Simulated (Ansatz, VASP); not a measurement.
## P in VASP and in Ansatz

```xyz
1
Lattice="4.2729 0.0000 0.0000 0.0000 4.2729 0.0000 0.0000 0.0000 4.4218" Properties=species:S:1:pos:R:3 pbc="T T T"
P     0.0000    0.0000    0.0000
```

Change from the starting cell: zz strain of +1 %.

Alike in both runs: task single point; functional PBEsol; k mesh 10 × 10 × 9; occupations fermi-dirac, width 0.08 eV; no spin polarisation.

|  | VASP | Ansatz |
| --- | --- | --- |
| version | VASP 6.6.1 | Ansatz 0.2.0 |
| potentials or method | VASP PAW PBE potentials, release 64 (P), cutoff 500 eV | all-electron LAPW, scalar-relativistic |

|  | VASP | Ansatz | Ansatz less VASP |
| --- | --- | --- | --- |
| pressure (GPa) | -3.7 | -3.7 | +0.01 |
| traceless stress, the component that is largest in VASP (GPa) | 0.43 | 0.43 | 0.000 |

VASP's potentials were made for PBE, not for PBEsol. Ansatz ran all-electron here, and VASP with PAW potentials.
